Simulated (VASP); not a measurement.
# Be2S (P-4m2) in VASP: further runs

Be2S is run at these levels: PBE-based screened hybrid; tasks: single point.

All numbers are computed with VASP 6.6.1; they aren't measurements. Logs are shortened: lines on timing, memory, paths and dates and some standing lists are left out, and cuts for length are marked.

## Step 1: The cell of the first run

Symmetry: P-4m2, No. 115, tetragonal system. The conventional cell has a = 3.158 Å, b = 3.158 Å, c = 3.940 Å, α = 90.00°, β = 90.00°, γ = 90.00°. Within 2.7 Å of Be (site symmetry 2mm) lie 2 S at 2.05 Å and 4 Be at 2.60 Å. Within 2.7 Å of S (site symmetry -4m2) lie 4 Be at 2.05 Å.

## Step 2: Single point, PBE-based screened hybrid

POSCAR

```
Be2S
1.0
    3.1575700000      0.0000000000      0.0000000000
    0.0000000000      3.1575700000      0.0000000000
    0.0000000000      0.0000000000      3.9403700000
Be S
2 1
Direct
    0.0000000000      0.5000000000      0.1685400000
    0.5000000000      0.0000000000      0.8314600000
    0.5000000000      0.5000000000      0.5000000000
```

INCAR.step1

```
ALGO = Normal ; EDIFF = 1E-5
ENCUT = 520 ; GGA = PE
ISIF = 2 ; ISMEAR = -1
LASPH = True ; LREAL = False
LWAVE = True ; NBANDS = 12
NELM = 80 ; PREC = Accurate
SIGMA = 0.05
```

INCAR.step2

```
AEXX = 0.25 ; ALGO = Normal
EDIFF = 1E-6 ; ENCUT = 520
GGA = PE ; HFSCREEN = 0.1
ISIF = 2 ; ISMEAR = -1
ISTART = 1 ; LASPH = True
LCHARG = True ; LELF = True
LHFCALC = True ; LREAL = False
LVHAR = True ; LWAVE = False
NBANDS = 12 ; NELM = 80
PREC = Accurate ; PRECFOCK = Normal
SIGMA = 0.05
```

KPOINTS

```
k-points
0
Gamma
  4 4 4
```

Potentials or basis: VASP PAW PBE potentials, release 64 (Be, S).

The run is started by

```
> cat potpaw_PBE.64/Be/POTCAR potpaw_PBE.64/S/POTCAR > POTCAR
> cp INCAR.step1 INCAR
> mpirun -np 1 vasp_std > vasp.out
> cp INCAR.step2 INCAR
> mpirun -np 1 vasp_std > vasp.out
```

OUTCAR:

```text
AEXX = 0.25
   EDIFF = 1E-6
   ENCUT = 520
   GGA = PE
   HFSCREEN = 0.1
   ISIF = 2
   ISMEAR = -1
   ISTART = 1
   LASPH = True
   LHFCALC = True
   LREAL = False
   NELM = 80
   PREC = Accurate
   PRECFOCK = Normal

 ion  position               nearest neighbor table
   1  0.000  0.500  0.169-   3 2.05   3 2.05
   2  0.500  0.000  0.831-   3 2.05   3 2.05
   3  0.500  0.500  0.500-   1 2.05   2 2.05   2 2.05   1 2.05

  LATTYP: Found a simple tetragonal cell.
 ALAT       =     3.1575700000
 C/A-ratio  =     1.2479121603

  Lattice vectors:

 A1 = (   3.1575700000,   0.0000000000,   0.0000000000)
 A2 = (   0.0000000000,   3.1575700000,   0.0000000000)
 A3 = (   0.0000000000,   0.0000000000,   3.9403700000)

Analysis of symmetry for initial positions (statically):
=====================================================================
 Subroutine PRICEL returns:
 Original cell was already a primitive cell.

 Routine SETGRP: Setting up the symmetry group for a
 simple tetragonal supercell.

 Subroutine GETGRP returns: Found  8 space group operations
 (whereof  8 operations were pure point group operations)
 out of a pool of 16 trial point group operations.

The static configuration has the point symmetry D_2d.

Analysis of symmetry for dynamics (positions and initial velocities):
=====================================================================
 Subroutine PRICEL returns:
 Original cell was already a primitive cell.

 Routine SETGRP: Setting up the symmetry group for a
 simple tetragonal supercell.

 Subroutine GETGRP returns: Found  8 space group operations
 (whereof  8 operations were pure point group operations)
 out of a pool of 16 trial point group operations.

The dynamic configuration has the point symmetry D_2d.

 Subroutine INISYM returns: Found  8 space group operations
 (whereof  8 operations are pure point group operations),
 and found     1 'primitive' translations

----------------------------------------------------------------------------------------

                                     Primitive cell

  volume of cell :      39.2865

  direct lattice vectors                    reciprocal lattice vectors
     3.157570000  0.000000000  0.000000000     0.316699234  0.000000000  0.000000000
     0.000000000  3.157570000  0.000000000     0.000000000  0.316699234  0.000000000
     0.000000000  0.000000000  3.940370000     0.000000000  0.000000000  0.253783274

  length of vectors
     3.157570000  3.157570000  3.940370000     0.316699234  0.316699234  0.253783274

  position of ions in fractional coordinates (direct lattice)
     0.000000000  0.500000000  0.168540000
     0.500000000  0.000000000  0.831460000
     0.500000000  0.500000000  0.500000000

  ion indices of the primitive-cell ions
   primitive index   ion index
                 1           1
                 2           2
                 3           3

----------------------------------------------------------------------------------------

 KPOINTS: k-points

Automatic generation of k-mesh.
 Grid dimensions read from file:
 generate k-points for:    4    4    4

 Generating k-lattice:

  Cartesian coordinates                     Fractional coordinates (reciprocal lattice)
     0.079174808  0.000000000  0.000000000     0.250000000  0.000000000  0.000000000
     0.000000000  0.079174808  0.000000000     0.000000000  0.250000000  0.000000000
     0.000000000  0.000000000  0.063445819     0.000000000  0.000000000  0.250000000

  Length of vectors
     0.079174808  0.079174808  0.063445819

  Shift w.r.t. Gamma in fractional coordinates (k-lattice)
     0.000000000  0.000000000  0.000000000

 Subroutine IBZKPT returns following result:
 ===========================================

 Found     18 irreducible k-points:

 Following reciprocal coordinates:
            Coordinates               Weight
  0.000000  0.000000  0.000000      1.000000
  0.250000  0.000000  0.000000      4.000000
  0.500000  0.000000  0.000000      2.000000
  0.250000  0.250000  0.000000      4.000000
  0.500000  0.250000  0.000000      4.000000
  0.500000  0.500000  0.000000      1.000000
[... 10 lines left out ...]
  0.500000  0.250000  0.500000      4.000000
  0.500000  0.500000  0.500000      1.000000
   k-points           NKPTS =     18   k-points in BZ     NKDIM =     64   number of bands    NBANDS=     12
   number of dos      NEDOS =    301   number of ions     NIONS =      3
   total plane-waves  NPLWV =  17280
   dimension x,y,z NGX =    24 NGY =   24 NGZ =   30
   dimension x,y,z NGXF=    48 NGYF=   48 NGZF=   60
   ions per type =               2   1
   NGX,Y,Z   is equivalent  to a cutoff of  12.64, 12.64, 12.66 a.u.
   NGXF,Y,Z  is equivalent  to a cutoff of  25.27, 25.27, 25.31 a.u.
 SYSTEM =  unknown system
   PREC   = accura    normal or accurate (medium, high low for compatibility)
   ISTART =      1    job   : 0-new  1-cont  2-samecut
   ICHARG =      0    charge: 1-file 2-atom 10-const
   ISPIN  =      1    spin polarized calculation?
   LNONCOLLINEAR =      F non collinear calculations
   LSORBIT =      F    spin-orbit coupling
   LASPH  =      T    aspherical Exc in radial PAW
   ENCUT  =  520.0 eV  38.22 Ry    6.18 a.u.   5.87  5.87  7.33*2*pi/ulx,y,z
   NELM   =     80;   NELMIN=  2; NELMDL=  0     # of ELM steps
   EDIFF  = 0.1E-05   stopping-criterion for ELM
   LREAL  =      F    real-space projection
   EDIFFG = 0.1E-04   stopping-criterion for IOM
   NSW    =      0    number of steps for IOM
   IBRION =     -1    ionic relax: 0-MD 1-quasi-New 2-CG
   NFREE  =      0    steps in history (QN), initial steepest desc. (CG)
   ISIF   =      2    stress and relaxation
   ISYM   =      3    0-nonsym 1-usesym 2-fastsym
   POTIM  = 0.5000    time-step for ionic-motion
   TEBEG  =    0.0;   TEEND  =   0.0 temperature during run
   PSTRESS=    0.0 pullay stress
   NELECT =      10.0000    total number of electrons
   NUPDOWN=      -1.0000    fix difference up-down
   EMIN   =  10.00;   EMAX   =-10.00  energy-range for DOS
   EFERMI =   0.00;   METHOD = LEGACY
   ISMEAR =    -1;   SIGMA  =   0.05  broadening in eV -4-tet -1-fermi 0-gaus
   EFERMI_NEDOS =   21; number of points for ismear=-14 and -15
   IALGO  =     38    algorithm
   IMIX   =      1    mixing-type and parameters
     AMIX     =   0.40;   BMIX     =  1.00
     AMIX_MAG =   1.60;   BMIX_MAG =  1.00
  volume/ion in A,a.u.               =      13.10        88.37
  Fermi-wavevector in a.u.,A,eV,Ry     =   1.037514  1.960617 14.645783  1.076435
  Thomas-Fermi vector in A             =   2.171955
   LORBIT       =      0    0 simple, 1 ext, 2 COOP (PROOUT), +10 PAW based schemes
   GGA     = PE    functional components
   LHFCALC =     T    Hartree Fock is set to
   PRECFOCK=normal    Normal, Fast or Accurate (Low or Medium for compatibility)
   ENCUT4O =  -1.0   cutoff for four orbital integrals eV
   NKREDX  =     1    reduce k-point grid by
   NKREDY  =     1    reduce k-point grid by
   NKREDZ  =     1    reduce k-point grid by
   AEXX    =    0.2500 exact exchange contribution
   HFSCREEN=    0.1000 screening length (either q_TF or 0.3 A-1)
   HFSCREENC=   0.1000 screening length for correlation (either q_TF or 0.3 A-1)
   ENCUTFOCK=  -1.0 apply spherical cutoff to Coloumb kernel
   IVDW    =     0    specifies the selected vdW correction
   LEPSILON=     F    determine dielectric tensor
   LRPA    =     F    only Hartree local field effects (RPA)
 non-spin polarized calculation
  energy-cutoff  :      520.00
  volume of cell :       39.29
 maximum number of plane-waves:      1088
 NGX is ok and might be reduce to    24
  NGX = 18; NGY = 18; NGZ = 24

 number of electron      10.0000003 magnetization

 Free energy of the ion-electron system (eV)
  ---------------------------------------------------
  ext. energy  EPLUGINS =         0.00000000
  ---------------------------------------------------
  free energy    TOTEN  =       -13.36075731 eV

  energy without entropy =      -13.35858968  energy(sigma->0) =      -13.35967350

 E-fermi :   5.1117     XC(G=0):  -7.9532

 val. band max:        5.1117071458   @ k =   0.5000   0.0000   0.0000
 cond. band min:       5.9150956394   @ k =   0.5000   0.2500   0.0000
 fundamental gap:      0.8033884936
 Fermi energy:         5.1117159868

 k-point     1 :       0.0000    0.0000    0.0000
  band No.  band energies     occupation
      1     -12.0232      2.00000
      2      -0.9204      2.00000
      3       0.9055      2.00000
      4       1.7143      2.00000
      5       1.7143      2.00000
      6       9.5769      0.00000
      7      10.5985      0.00000
      8      13.4620      0.00000
      9      13.4620      0.00000
     10      13.9693      0.00000
     11      13.9693      0.00000
     12      15.3997      0.00000

 k-point     2 :       0.2500    0.0000    0.0000
  band No.  band energies     occupation
      1     -11.5061      2.00000
      2      -1.4699      2.00000
      3      -0.5024      2.00000
      4       2.0568      2.00000
      5       2.1355      2.00000
      6       9.0762      0.00000
      7      10.7763      0.00000
      8      11.7378      0.00000
      9      12.8958      0.00000
     10      14.4030      0.00000
     11      14.5398      0.00000
     12      17.1229      0.00000

 k-point     3 :       0.5000    0.0000    0.0000
  band No.  band energies     occupation
      1     -10.8296      2.00000
      2      -3.5894      2.00000
      3      -0.0698      2.00000
      4       2.6374      2.00000
      5       4.5424      1.99998
      6       5.1117      1.00009
      7       9.7426      0.00000
      8      11.8904      0.00000
      9      11.9669      0.00000
     10      14.9297      0.00000
     11      15.4117      0.00000
     12      17.8390      0.00000
[... 196 lines left out ...]
 k-point    17 :       0.5000    0.2500    0.5000
  band No.  band energies     occupation
      1      -9.9745      2.00000
      2      -2.3150      2.00000
      3      -2.2956      2.00000
      4       0.3767      2.00000
      5       2.4853      2.00000
      6       8.1331      0.00000
      7       9.1307      0.00000
      8      10.3756      0.00000
      9      13.1116      0.00000
     10      16.2889      0.00000
     11      16.6847      0.00000
     12      17.1511      0.00000

 k-point    18 :       0.5000    0.5000    0.5000
  band No.  band energies     occupation
      1      -9.3670      2.00000
      2      -1.8237      2.00000
      3      -1.6018      2.00000
      4      -1.6018      2.00000
      5       4.6304      1.99987
      6       6.5282      0.00000
      7       6.5282      0.00000
      8       6.9765      0.00000
      9      14.6785      0.00000
     10      17.1197      0.00000
     11      17.1801      0.00000
     12      17.1801      0.00000

------------------------ aborting loop because EDIFF is reached ----------------------------------------

  FORCE on cell =-STRESS in cart. coord.  units (eV):
  Direction    XX          YY          ZZ          XY          YZ          ZX
  --------------------------------------------------------------------------------------
  -------------------------------------------------------------------------------------
  Total       -0.1482809     -0.1482809     -0.5688585      0.0000000      0.0000000      0.0000000
  in kB       -6.0471769     -6.0471769    -23.1991384      0.0000000      0.0000000      0.0000000
  external PRESSURE =     -11.7644974 kB  Pullay stress =       0.0000000 kB

 VOLUME and BASIS-vectors are now :
 -----------------------------------------------------------------------------
  energy-cutoff  :      520.00
  volume of cell :       39.29
      direct lattice vectors                 reciprocal lattice vectors
     3.157570000  0.000000000  0.000000000     0.316699234  0.000000000  0.000000000
     0.000000000  3.157570000  0.000000000     0.000000000  0.316699234  0.000000000
     0.000000000  0.000000000  3.940370000     0.000000000  0.000000000  0.253783274

 POSITION                                       TOTAL-FORCE (eV/Angst)
 -----------------------------------------------------------------------------------
      0.00000      1.57879      0.66411         0.000000     -0.000000      0.197281
      1.57879      0.00000      3.27626        -0.000000     -0.000000     -0.197281
      1.57879      1.57879      1.97019        -0.000000      0.000000      0.000000
 -----------------------------------------------------------------------------------
    total drift:                               -0.000000      0.000000      0.000001

  FREE ENERGIE OF THE ION-ELECTRON SYSTEM (eV)
  ---------------------------------------------------
  free  energy   TOTEN  =       -13.3607573141 eV

  energy  without entropy=      -13.3585896792  energy(sigma->0) =      -13.35967350
```

Wall time 2 min (1 thread of Intel Xeon Platinum 8488C (Sapphire Rapids), shared host); peak memory 0.24 GiB.

Results:

- Free energy: -13.3608 eV
- Pressure: -1.2 GPa
- Largest force: 0.197 eV/Å
- Band gap on the k mesh: zero (band 5 reaches 6.17 eV, above the bottom of band 6 at 5.11 eV)

Forces in eV/Å, atoms in the order of the input:
```
Be   0.000  0.000  0.197
Be   0.000  0.000 -0.197
S    0.000  0.000  0.000
```

Levels at points of the mesh, in eV from the Fermi level:
| k point | band 2 | band 3 | band 4 | band 5 | band 6 | band 7 | band 8 | band 9 |
| --- | --- | --- | --- | --- | --- | --- | --- | --- |
| (0.00, 0.00, 0.00) | -6.03 | -4.21 | -3.40 | -3.40 | 4.47 | 5.49 | 8.35 | 8.35 |
| (0.50, 0.00, 0.00) | -8.70 | -5.18 | -2.47 | -0.57 | 0.00 | 4.63 | 6.78 | 6.86 |
| (0.50, 0.50, 0.00) | -6.99 | -6.99 | -4.42 | -2.30 | 2.64 | 3.76 | 3.76 | 7.51 |
| (0.00, 0.00, 0.50) | -9.52 | -2.82 | -2.82 | 1.06 | 4.16 | 4.16 | 5.12 | 5.70 |
| (0.50, 0.00, 0.50) | -7.95 | -7.83 | -3.58 | -2.11 | 4.66 | 7.06 | 7.74 | 7.84 |
| (0.50, 0.50, 0.50) | -6.94 | -6.71 | -6.71 | -0.48 | 1.42 | 1.42 | 1.86 | 9.57 |

Caveat: the k points lie up to 0.50 Å⁻¹ apart; the PAW data sets were made with another functional, which shifts forces and pressure a little.

[end of part 1 of 3]
